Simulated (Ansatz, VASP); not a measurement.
## Two plane-wave programs on MgO

```
CELL_PARAMETERS angstrom
0.00000 2.09010 2.09010
2.09010 0.00000 2.09010
2.09010 2.09010 0.00000
ATOMIC_POSITIONS crystal
Mg 0.01893 0.01893 0.98107
O 0.47125 0.47125 0.52875
```

Change from the starting cell: mode 6 frozen in at -0.121 Å, equal normal strain along x, y and z -0.0083.

Alike in both runs: task single point; functional PBEsol; k mesh 10 × 10 × 10; occupations gaussian, width 0.05 eV; no spin polarisation.

|  | VASP | Ansatz |
| --- | --- | --- |
| version | VASP 6.6.1 | Ansatz 0.2.0 |
| potentials or method | VASP PAW PBE potentials, release 64 (Mg, O), cutoff 520 eV | scalar-relativistic, plane waves, PAW |
| valence electrons in the cell | 8 | 16 |

```tsv
	VASP	Ansatz	Ansatz less VASP
gap on the k mesh at the Fermi level (eV)	4.84	4.85	+0.003
least direct gap on the mesh (eV)	4.84	4.85	+0.003
pressure (GPa)	8.2	8.4	+0.28
traceless stress, the component that is largest in VASP (GPa)	10.98	10.74	-0.246
rms of the force components (eV/Å)	0.896	0.881	-0.0148
```

VASP's potentials were made for PBE, not for PBEsol, and Ansatz warns of the same on its side. Atom by atom the forces differ by 0.015 eV/Å (rms over components). The functional is the same, so the differences come from potentials, cutoffs and numerics. VASP's potentials hold 8 valence electrons a cell and Ansatz's 16, so a difference there can come from the potentials and not from the codes.
